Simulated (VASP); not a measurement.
A run of VASP 6.6.1 is set up as follows.

INCAR

```
SYSTEM = ZnB6
  PREC = Accurate
  ENCUT = 500
  EDIFF = 1E-7
  ISMEAR = 0
  SIGMA = 0.1
  LREAL = .False.
  LASPH = .True.
  NELM = 120
  ALGO = Normal
  ISIF = 3
  LWAVE = .False.
  LCHARG = .False.
  GGA = PE
  IBRION = 2
  NSW = 90
  EDIFFG = -0.04
  GGA_COMPAT = .False.
  NELMIN = 4
```

File KPOINTS:

```
regular mesh
0
Gamma
  4 4 4
  0 0 0
```

File POSCAR:

```
ZnB6
1.0
    3.9619376100      0.0000000000      0.0000000000
    0.0000000000      3.9619376100      0.0000000000
    0.0000000000      0.0000000000      3.9619376100
Zn B
1 6
Direct
    0.0000000000      0.0000000000      0.0000000000
    0.2070000000      0.5000000000      0.5000000000
    0.5000000000      0.2070000000      0.5000000000
    0.7930000000      0.5000000000      0.5000000000
    0.5000000000      0.7930000000      0.5000000000
    0.5000000000      0.5000000000      0.2070000000
    0.5000000000      0.5000000000      0.7930000000
```

Potentials or basis: VASP PAW PBE potentials, release 64 (Zn, B).

Launch:

```bash
$ cat potpaw_PBE.64/Zn/POTCAR potpaw_PBE.64/B/POTCAR > POTCAR
$ mpirun -np 1 vasp_std > vasp.out
```

Problem. Estimate the relaxed volume.

Solution. 10.06 Å³/atom.

Problem. What does it give for the relaxed cell?

Solution. a = 4.129 Å, b = 4.129 Å, c = 4.129 Å, α = 90.00°, β = 90.00°, γ = 90.00°.

Problem. Predict the band gap on the k mesh.

Solution. Zero (band 15 reaches 3.71 eV, above the bottom of band 16 at 2.41 eV).

Final structure:
```
Zn B
1.0
     4.12948    0.00000    0.00000
     0.00000    4.12948    0.00000
     0.00000    0.00000    4.12948
Zn B
1 6
Direct
  0.00000 0.00000 0.00000
  0.19874 0.50000 0.50000
  0.50000 0.19874 0.50000
  0.80126 0.50000 0.50000
  0.50000 0.80126 0.50000
  0.50000 0.50000 0.19874
  0.50000 0.50000 0.80126
```

Caveat: the k points lie up to 0.38 Å⁻¹ apart in the final cell.
